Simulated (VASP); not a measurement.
Runs of VASP 6.6.1 on Pt. The structure is that of space group I4/mmm (No. 139), or close to it. The cells are those of the table. 

| cell | further INCAR settings | gap on the mesh (eV) | pressure (GPa) |
| --- | --- | --- | --- |
| a = 2.738, b = 2.738, c = 2.840 Å, angles 58.8, 58.8, 62.5°, 1 atom | ALGO = Fast; EDIFF = 1e-06; NBANDS = 11 | none | (a) |
| a = 2.841, b = 2.841, c = 2.909 Å, angles 59.2, 59.2, 61.6°, 1 atom | ALGO = Fast; EDIFF = 1e-07; NBANDS = 11 | none | -21.6 |
| a = 2.807, b = 2.807, c = 2.909 Å, angles 58.8, 58.8, 62.4°, 1 atom | ALGO = Fast; EDIFF = 1e-07; NBANDS = 11 | none | -16.9 |
| a = 2.774, b = 2.774, c = 2.909 Å, angles 58.4, 58.4, 63.2°, 1 atom | ALGO = Fast; EDIFF = 1e-06; NBANDS = 11 | none | -11.3 |

Alike in all rows: task single point; level PBEsol; potentials or basis VASP PAW PBE potentials, release 64 (Pt); no spin polarisation; k mesh 26 × 26 × 26; cutoff (eV) 520; smearing gaussian 0.15 eV.

Problem. Fill in the values left out.

Solution. (a) 0.7.

Caveats: the PAW data sets were made with another functional, which shifts forces and pressure a little; spin-orbit coupling is left out, which moves the levels of the heavy elements.

A k mesh can miss the band edges, and the runs leave out spin-orbit coupling on Pt.

A gap of «none» marks levels without a gap at the run's occupations.
